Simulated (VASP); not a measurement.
Write the native input for VASP 6.6.1 that does the following.

| Quantity | Value |
| --- | --- |
| Task | electric field gradients |
| Functional | LDA |
| Potentials or basis | VASP PAW LDA potentials, release 64 (Cs_sv, I) |
| Cutoff | 400 eV |
| k mesh | 7 × 7 × 7 |
| Occupations | fermi-dirac, width 0.01 eV |
| Spin | no spin polarisation |
| Dipole correction | no |
| Further INCAR settings | ALGO = Normal; EDIFF = 1e-08; NBANDS = 15 |

The structure of CsI lies in POSCAR:

```
CsI
1.0
    4.5667000000      0.0000000000      0.0000000000
    0.0000000000      4.5667000000      0.0000000000
    0.0000000000      0.0000000000      4.5667000000
Cs I
1 1
Direct
    0.0000000000      0.0000000000      0.0000000000
    0.5000000000      0.5000000000      0.5000000000
```

These files were run (other wordings do the same):

INCAR

```
SYSTEM = CsI
PREC = Accurate ; ENCUT = 400
EDIFF = 1E-8 ; ISMEAR = -1
SIGMA = 0.01 ; LREAL = .FALSE.
LASPH = .TRUE. ; NELM = 120
ALGO = Normal ; ISIF = 2
LWAVE = .FALSE. ; LCHARG = .FALSE.
GGA = CA ; LEFG = .TRUE.
NBANDS = 15 ; GGA_COMPAT = .FALSE.
```

KPOINTS

```
regular mesh
0
G
  7 7 7
  0 0 0
```

Potentials or basis: VASP PAW LDA potentials, release 64 (Cs_sv, I).

Run with:

```bash
$ cat potpaw_LDA.64/Cs_sv/POTCAR potpaw_LDA.64/I/POTCAR > POTCAR
$ mpirun -np 1 vasp_std > vasp.out
```

It gave:

```
Pressure               : -1.4 GPa
Band gap on the k mesh : 3.56 eV, indirect (least direct gap 3.63 eV)
```

Caveat: without QUAD_EFG the Cq values of the log hold for a quadrupole moment of 1 mb, not for the nuclei; spin-orbit coupling is left out, which moves the levels of the heavy elements.

It took 6.9 s on 1 thread of Intel(R) Xeon(R) 6975P-C (Granite Rapids) (shared host), peak memory 0.15 GiB.
